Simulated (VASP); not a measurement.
# MgCdS4 (P4/mmm) in VASP: single point with PBE

Aim: the single point of MgCdS4 with PBE.

Program: VASP 6.6.1. These are calculated values, not measurements. Logs are shortened: lines on timing, memory, paths and dates and some standing lists are left out, and cuts for length are marked.

### 1 The cell of the first run

It takes space group P4/mmm (No. 123, tetragonal). Conventional cell: a = 6.018 Å, b = 6.018 Å, c = 3.838 Å, α = 90.00°, β = 90.00°, γ = 90.00°. Within 3.6 Å of Mg (site symmetry 4/mmm) lie 8 S at 2.75 Å. Cd (site symmetry 4/mmm) has 16 S at 3.72 Å and 2 Cd at 3.84 Å and 4 Mg at 4.26 Å within 4.9 Å. Within 2.8 Å of S (site symmetry m2m) lie 3 S at 2.09 to 2.78 Å and 2 Mg at 2.75 Å.

The cell was generated, and may not be a known phase.

### 2 Single point, PBE

The input, INCAR:

```
PREC     = Accurate       # precision mode
ENCUT    = 840            # plane-wave cutoff, eV
EDIFF    = 1E-6           # SCF threshold, eV
ISMEAR   = 0              # smearing method
SIGMA    = 0.1            # smearing width, eV
LREAL    = F              # projectors in reciprocal space
LASPH    = T              # aspherical terms in the spheres
NELM     = 120            # most SCF steps
ALGO     = Normal         # electronic algorithm
ISIF     = 2              # what is computed and relaxed
LWAVE    = F              # write WAVECAR
LCHARG   = F              # write CHGCAR
GGA      = PE             # functional
NBANDS   = 36             # bands
GGA_COMPAT= F
```

The input, KPOINTS:

```
Automatic mesh
0
Gamma
  6 6 10
```

The input, POSCAR:

```
MgCdS4
1.0
    6.0176089313      0.0000000000      0.0000000000
    0.0000000000      6.0176089313      0.0000000000
    0.0000000000      0.0000000000      3.8376360129
Mg Cd S
1 1 4
Direct
    0.0000000000      0.0000000000      0.5000000000
    0.5000000000      0.5000000000      0.5000000000
    0.6735303564      0.0000000000      0.0000000000
    0.3264696436      0.0000000000      0.0000000000
    0.0000000000      0.3264696436      0.0000000000
    0.0000000000      0.6735303564      0.0000000000
```

Potentials or basis: VASP PAW PBE potentials, release 64 (Mg_sv, Cd_sv_GW, S).

Launch:

```bash
cat potpaw_PBE.64/Mg_sv/POTCAR potpaw_PBE.64/Cd_sv_GW/POTCAR potpaw_PBE.64/S/POTCAR > POTCAR
mpirun -np 1 vasp_std > vasp.out
```

OUTCAR:

```text
PREC = Accurate
   ENCUT = 840
   EDIFF = 1E-6
   ISMEAR = 0
   LREAL = F
   LASPH = T
   NELM = 120
   ISIF = 2
   GGA = PE

 ion  position               nearest neighbor table
   1  0.000  0.000  0.500-
   2  0.500  0.500  0.500-
   3  0.674  0.000  0.000-   4 2.09   5 2.78   6 2.78
   4  0.326  0.000  0.000-   3 2.09   5 2.78   6 2.78
   5  0.000  0.326  0.000-   6 2.09   4 2.78   3 2.78
   6  0.000  0.674  0.000-   5 2.09   4 2.78   3 2.78

  LATTYP: Found a simple tetragonal cell.
 ALAT       =     6.0176089313
 C/A-ratio  =     0.6377343654

  Lattice vectors:

 A1 = (   6.0176089313,   0.0000000000,   0.0000000000)
 A2 = (   0.0000000000,   6.0176089313,   0.0000000000)
 A3 = (   0.0000000000,   0.0000000000,   3.8376360129)

Analysis of symmetry for initial positions (statically):
=====================================================================
 Subroutine PRICEL returns:
 Original cell was already a primitive cell.

 Routine SETGRP: Setting up the symmetry group for a
 simple tetragonal supercell.

 Subroutine GETGRP returns: Found 16 space group operations
 (whereof 16 operations were pure point group operations)
 out of a pool of 16 trial point group operations.

The static configuration has the point symmetry D_4h.

Analysis of symmetry for dynamics (positions and initial velocities):
=====================================================================
 Subroutine PRICEL returns:
 Original cell was already a primitive cell.

 Routine SETGRP: Setting up the symmetry group for a
 simple tetragonal supercell.

 Subroutine GETGRP returns: Found 16 space group operations
 (whereof 16 operations were pure point group operations)
 out of a pool of 16 trial point group operations.

The dynamic configuration has the point symmetry D_4h.

 Subroutine INISYM returns: Found 16 space group operations
 (whereof 16 operations are pure point group operations),
 and found     1 'primitive' translations

----------------------------------------------------------------------------------------

                                     Primitive cell

  volume of cell :     138.9670

  direct lattice vectors                    reciprocal lattice vectors
     6.017608931  0.000000000  0.000000000     0.166178961  0.000000000  0.000000000
     0.000000000  6.017608931  0.000000000     0.000000000  0.166178961  0.000000000
     0.000000000  0.000000000  3.837636013     0.000000000  0.000000000  0.260577084

  length of vectors
     6.017608931  6.017608931  3.837636013     0.166178961  0.166178961  0.260577084

  position of ions in fractional coordinates (direct lattice)
[... 93 lines left out ...]
   ISIF   =      2    stress and relaxation
   ISYM   =      2    0-nonsym 1-usesym 2-fastsym
   POTIM  = 0.5000    time-step for ionic-motion
   TEBEG  =    0.0;   TEEND  =   0.0 temperature during run
   PSTRESS=    0.0 pullay stress
   NELECT =      54.0000    total number of electrons
   NUPDOWN=      -1.0000    fix difference up-down
   EMIN   =  10.00;   EMAX   =-10.00  energy-range for DOS
   EFERMI =   0.00;   METHOD = LEGACY
   ISMEAR =     0;   SIGMA  =   0.10  broadening in eV -4-tet -1-fermi 0-gaus
   EFERMI_NEDOS =   21; number of points for ismear=-14 and -15
   IALGO  =     38    algorithm
   IMIX   =      4    mixing-type and parameters
     AMIX     =   0.40;   BMIX     =  1.00
     AMIX_MAG =   1.60;   BMIX_MAG =  1.00
  volume/ion in A,a.u.               =      23.16       156.30
  Fermi-wavevector in a.u.,A,eV,Ry     =   1.194636  2.257534 19.417618  1.427155
  Thomas-Fermi vector in A             =   2.330621
   LORBIT       =      0    0 simple, 1 ext, 2 COOP (PROOUT), +10 PAW based schemes
   GGA     = PE    functional components
   LHFCALC =     F    Hartree Fock is set to
   AEXX    =    0.0000 exact exchange contribution
   IVDW    =     0    specifies the selected vdW correction
   LEPSILON=     F    determine dielectric tensor
   LRPA    =     F    only Hartree local field effects (RPA)
 non-spin polarized calculation
 Gauss-broadening in eV      SIGMA  =   0.10
  energy-cutoff  :      840.00
  volume of cell :      138.97
 maximum number of plane-waves:      7746
 NGX is ok and might be reduce to    60
   NGX = 29   NGY = 29   NGZ = 19

 number of electron      53.9999978 magnetization

 Free energy of the ion-electron system (eV)
  ---------------------------------------------------
  ext. energy  EPLUGINS =         0.00000000
  ---------------------------------------------------
  free energy    TOTEN  =       -18.59377248 eV

  energy without entropy =      -18.57774305  energy(sigma->0) =      -18.58575776

 E-fermi :   3.5629     XC(G=0):  -9.1677

 val. band max:        3.5476966170   @ k =   0.5000   0.0000   0.2000
 cond. band min:       3.5727390974   @ k =   0.5000   0.0000   0.4000
 fundamental gap:      0.0250424804
 Fermi energy:         3.5629176159

 k-point     1 :       0.0000    0.0000    0.0000
  band No.  band energies     occupation
      1     -97.9038      2.00000
      2     -72.8695      2.00000
      3     -58.9587      2.00000
      4     -58.9587      2.00000
      5     -58.9548      2.00000
      6     -39.6374      2.00000
[... 925 lines left out ...]
     35       9.6410      0.00000
     36      10.2888      0.00000

 [... further k-points ...]

------------------------ aborting loop because EDIFF is reached ----------------------------------------

  FORCE on cell =-STRESS in cart. coord.  units (eV):
  Direction    XX          YY          ZZ          XY          YZ          ZX
  --------------------------------------------------------------------------------------
  -------------------------------------------------------------------------------------
  Total       -0.2516934     -0.2516934     -0.0807448      0.0000000      0.0000000      0.0000000
  in kB       -2.9018212     -2.9018212     -0.9309221      0.0000000      0.0000000      0.0000000
  external PRESSURE =      -2.2448548 kB  Pullay stress =       0.0000000 kB

 VOLUME and BASIS-vectors are now :
 -----------------------------------------------------------------------------
  energy-cutoff  :      840.00
  volume of cell :      138.97
      direct lattice vectors                 reciprocal lattice vectors
     6.017608931  0.000000000  0.000000000     0.166178961  0.000000000  0.000000000
     0.000000000  6.017608931  0.000000000     0.000000000  0.166178961  0.000000000
     0.000000000  0.000000000  3.837636013     0.000000000  0.000000000  0.260577084

 POSITION                                       TOTAL-FORCE (eV/Angst)
 -----------------------------------------------------------------------------------
      0.00000      0.00000      1.91882         0.000000      0.000000      0.000000
      3.00880      3.00880      1.91882         0.000000      0.000000      0.000000
      4.05304      0.00000      0.00000        -0.109117     -0.000000      0.000000
      1.96457      0.00000      0.00000         0.109117      0.000000      0.000000
      0.00000      1.96457      0.00000         0.000000      0.109117      0.000000
      0.00000      4.05304      0.00000         0.000000     -0.109117     -0.000000
 -----------------------------------------------------------------------------------
    total drift:                                0.000000      0.000000     -0.000000

  FREE ENERGIE OF THE ION-ELECTRON SYSTEM (eV)
  ---------------------------------------------------
  free  energy   TOTEN  =       -18.5937724800 eV

  energy  without entropy=      -18.5777430479  energy(sigma->0) =      -18.58575776
```

OSZICAR:

```text
N       E                     dE             d eps       ncg     rms          rms(c)
DAV:   1     0.881547772820E+03    0.88155E+03   -0.36817E+04  4896   0.217E+03
DAV:   2     0.111736713376E+03   -0.76981E+03   -0.71788E+03  4380   0.636E+02
DAV:   3    -0.350156187692E+01   -0.11524E+03   -0.11240E+03  6536   0.244E+02
DAV:   4    -0.180107452977E+02   -0.14509E+02   -0.14356E+02  6824   0.750E+01
DAV:   5    -0.192250120939E+02   -0.12143E+01   -0.12039E+01  6772   0.163E+01    0.190E+01
DAV:   6    -0.186879074327E+02    0.53710E+00   -0.44722E+00  7696   0.123E+01    0.109E+01
DAV:   7    -0.186105224838E+02    0.77385E-01   -0.48920E-01  6704   0.643E+00    0.480E+00
DAV:   8    -0.185937710969E+02    0.16751E-01   -0.63434E-02  7040   0.224E+00    0.357E-01
DAV:   9    -0.185937218452E+02    0.49252E-04   -0.60115E-03  5848   0.597E-01    0.161E-01
DAV:  10    -0.185937204562E+02    0.13891E-05   -0.58877E-04  6816   0.169E-01    0.559E-02
DAV:  11    -0.185937658294E+02   -0.45373E-04   -0.83388E-05  5736   0.566E-02    0.165E-02
DAV:  12    -0.185937717258E+02   -0.58964E-05   -0.11475E-05  5772   0.199E-02    0.627E-03
DAV:  13    -0.185937724800E+02   -0.75419E-06   -0.97158E-07  4008   0.768E-03
   1 F= -.18593772E+02 E0= -.18585758E+02  d E =-.160294E-01
```

stdout:

```text
POSCAR found type information on POSCAR MgCdS
 POSCAR found :  3 types and       6 ions
 scaLAPACK will be used
 LDA part: xc-table for (Slater+PW92), standard interpolation
 POSCAR, INCAR and KPOINTS ok, starting setup
 FFT: planning ... GRIDC
 FFT: planning ... GRID_SOFT
 FFT: planning ... GRID
 WAVECAR not read
 entering main loop
```

It took 5.1 min on 1 thread of Intel Xeon 6975P-C (Granite Rapids), shared host; peak memory 0.81 GiB.

What came out:

| Property | Result |
| --- | --- |
| Free energy | -18.5938 eV |
| Pressure | -0.2 GPa |
| Largest force | 0.109 eV/Å |
| Band gap on the k mesh | zero (bands 27 and 28 overlap by 0.60 eV) |

Forces in eV/Å, atoms in the order of the input:
```
Mg   0.000  0.000  0.000
Cd   0.000  0.000  0.000
S   -0.109  0.000  0.000
S    0.109  0.000  0.000
S    0.000  0.109  0.000
S    0.000 -0.109  0.000
```

Levels at points of the mesh, in eV from the Fermi level:
| k point | band 24 | band 25 | band 26 | band 27 | band 28 | band 29 | band 30 | band 31 |
| --- | --- | --- | --- | --- | --- | --- | --- | --- |
| (0.00, 0.00, 0.00) | -2.30 | -1.98 | -0.71 | -0.71 | 1.78 | 2.07 | 2.07 | 2.56 |
| (0.50, 0.00, 0.00) | -1.05 | -0.71 | -0.56 | -0.49 | -0.08 | 1.38 | 2.07 | 2.73 |
| (0.50, 0.50, 0.00) | -1.98 | -1.41 | -0.43 | -0.39 | -0.39 | 0.47 | 3.04 | 3.04 |
| (0.00, 0.00, 0.50) | -2.63 | -2.55 | -2.55 | 0.14 | 1.72 | 1.88 | 2.39 | 2.39 |
| (0.50, 0.00, 0.50) | -2.47 | -2.29 | -0.84 | 0.07 | 0.12 | 1.95 | 2.91 | 2.95 |
| (0.50, 0.50, 0.50) | -1.91 | -0.86 | -0.83 | -0.72 | -0.05 | -0.05 | 3.16 | 5.05 |

Caveat: semilocal functionals underestimate gaps, and a narrow one can read as zero.

The gap in the log of VASP goes by the Fermi energy; the results here count the filled bands.